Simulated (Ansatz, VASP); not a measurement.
## SrO: VASP beside Ansatz

```
Sr O
1.0
     3.56992    0.00000    0.00000
    -1.78496    3.09164    0.00000
     0.00000    0.00000    5.87336
Sr O
2 2
Direct
  0.33333 0.66667 0.25000
  0.66667 0.33333 0.75000
  0.00000 0.00000 0.00000
  0.00000 0.00000 0.50000
```

Alike in both runs: task single point; functional PBE; k mesh 9 × 9 × 6; occupations gaussian, width 0.02 eV; no spin polarisation.

```csv
,VASP,Ansatz
version,VASP 6.6.1,Ansatz 0.2.0
potentials or method,"VASP PAW PBE potentials, release 64 (Sr_sv, O), cutoff 520 eV","scalar-relativistic, plane waves, PAW"
valence electrons in the cell,32,32
```

Ansatz gave:

- gap on the k mesh at the Fermi level (eV): 2.83
- least direct gap on the mesh (eV): 2.98
- pressure (GPa): 6.6
- traceless stress, the component that is largest in VASP (GPa): 7.80

**Question.** Estimate VASP's values.

**Answer.** gap on the k mesh at the Fermi level (eV): 2.79; least direct gap on the mesh (eV): 2.98; pressure (GPa): 7.3; traceless stress, the component that is largest in VASP (GPa): 7.79.
